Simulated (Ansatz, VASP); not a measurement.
**One calculation of Ru, two programs**

Contents of INCAR:

```
  PREC = Accurate
  ENCUT = 600
  EDIFF = 1E-7
  ISMEAR = -1
  SIGMA = 0.1
  LREAL = False
  LASPH = True
  NELM = 80
  ALGO = Normal
  ISIF = 3
  LWAVE = False
  LCHARG = False
  GGA = PE
  IBRION = 2
  NSW = 80
  EDIFFG = -0.01
```

The input KPOINTS:

```
regular mesh
0
Gamma
  9 9 12
```

The input POSCAR:

```
Ru
1.0
    4.2469224303      0.0000000000      0.0000000000
   -2.1234612151      3.6779427125      0.0000000000
    0.0000000000      0.0000000000      2.6033634498
Ru
3
Direct
    0.0000000000      0.0000000000      0.0000000000
    0.3333333333      0.6666666667      0.5000000000
    0.6666666667      0.3333333333      0.5000000000
```

Input for Ansatz:

```yaml
crystal:
  lattice:
    - [4.2469224303, 0.0, 0.0]
    - [-2.1234612151, 3.6779427125, 0.0]
    - [0.0, 0.0, 2.6033634498]
  atoms:
    - { symbol: Ru, position: [0.0, 0.0, 0.0] }
    - { symbol: Ru, position: [0.3333333333, 0.6666666667, 0.5] }
    - { symbol: Ru, position: [0.6666666667, 0.3333333333, 0.5] }
hamiltonian:
  xc: pbe
  pseudopotentials:
    kind: paw
    azcp:
      Ru: "pseudopotentials/Ru.paw.azcp"
basis:
  ecutwfc: 420
  fft_grid_basis: typed
kpoints:
  mp_grid: { grid: [9, 9, 12], shift: [0, 0, 0] }
magnetization:
  spin_polarized: false
scf:
  occupations: { method: fermi_dirac, width: 0.1 }
relax:
  max_steps: 60
  f_tol: 0.01
  cell: {}
```

Alike in both runs: task relaxation of cell and atoms; functional PBE; k mesh 9 × 9 × 12; occupations fermi-dirac, width 0.1 eV; no spin polarisation.

```csv
,VASP,Ansatz
version,VASP 6.6.1,Ansatz 0.2.0
potentials or method,"VASP PAW PBE potentials, release 64 (Ru_pv), cutoff 600 eV","plane waves (420 eV) with PAW, scalar-relativistic"
valence electrons in the cell,42,48
```

```tsv
	VASP	Ansatz	Ansatz less VASP
relaxed volume (Å³/atom)	14.12	14.12	+0.005
relaxed cell length with the largest relative difference (Å)	2.682	2.683	+0.0010
```

VASP's potentials hold 42 valence electrons a cell and Ansatz's 48, so a difference there can come from the potentials and not from the codes.
